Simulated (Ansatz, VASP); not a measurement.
**Two plane-wave programs on ZnS**

File POSCAR:

```
ZnS
1.0
    3.8109987816      0.0000000000      0.0000000000
   -1.9054993908      3.3004217586      0.0000000000
    0.0000000000      0.0000000000      6.2340000000
Zn S
2 2
Direct
    0.1758942906      0.6666666667      0.0481231954
    0.6666666667      0.3333333333      0.5000000000
    0.3333333333      0.6666666667      0.3850000000
    0.6666666667      0.3333333333      0.8850000000
```

The input INCAR.step1:

```
SYSTEM = ZnS
  ALGO = Normal
  EDIFF = 1E-4
  ENCUT = 520
  GGA = PE
  ISMEAR = 0
  LASPH = .TRUE.
  LCHARG = .FALSE.
  LREAL = .FALSE.
  LWAVE = .TRUE.
  NBANDS = 26
  NELM = 100
  PREC = Accurate
  SIGMA = 0.05
```

Contents of INCAR.step2:

```
SYSTEM = ZnS
  ALGO = Normal
  EDIFF = 1E-6
  ENCUT = 520
  ISIF = 2
  ISMEAR = 0
  ISTART = 1
  LASPH = .TRUE.
  LCHARG = .FALSE.
  LMIXTAU = .TRUE.
  LREAL = .FALSE.
  LWAVE = .FALSE.
  METAGGA = R2SCAN
  NBANDS = 26
  NELM = 100
  PREC = Accurate
  SIGMA = 0.05
```

The input KPOINTS:

```
k-points
0
G
  6 6 4
  0 0 0
```

Input for Ansatz:

```yaml
crystal:
  lattice:
    - [3.8109987816, 0.0, 0.0]
    - [-1.9054993908, 3.3004217586, 0.0]
    - [0.0, 0.0, 6.234]
  atoms:
    - { symbol: Zn, position: [0.1758942906, 0.6666666667, 0.0481231954] }
    - { symbol: Zn, position: [0.6666666667, 0.3333333333, 0.5] }
    - { symbol: S, position: [0.3333333333, 0.6666666667, 0.385] }
    - { symbol: S, position: [0.6666666667, 0.3333333333, 0.885] }
basis:
  ecutwfc: 500
kpoints:
  mp_grid: { grid: [6, 6, 4] }
hamiltonian:
  xc: r2scan
scf:
  occupations: { method: gaussian, width: 0.05 }
output:
  forces: true
  stress: true
  eigenvalues: true
```

Alike in both runs: task single point; functional r2SCAN; k mesh 6 × 6 × 4; occupations gaussian, width 0.05 eV; no spin polarisation.

|  | VASP | Ansatz |
| --- | --- | --- |
| version | VASP 6.6.1 | Ansatz 0.2.0 |
| potentials or method | VASP PAW PBE potentials, release 64 (Zn, S), cutoff 520 eV | scalar-relativistic, plane waves, PAW |
| valence electrons in the cell | 36 | 36 |

|  | VASP | Ansatz | Ansatz less VASP |
| --- | --- | --- | --- |
| gap on the k mesh at the Fermi level (eV) | 2.16 | 2.15 | -0.004 |
| least direct gap on the mesh (eV) | 2.16 | 2.15 | -0.004 |
| pressure (GPa) | 5.4 | 5.3 | -0.13 |
| traceless stress, the component that is largest in VASP (GPa) | 5.96 | 5.86 | -0.097 |
| rms of the force components (eV/Å) | 1.666 | 1.646 | -0.0202 |

VASP's potentials were made for PBE, not for r2SCAN. Atom by atom the forces differ by 0.021 eV/Å (rms over components). With one functional, cell and mesh, what is left measures potentials, basis and numerics.
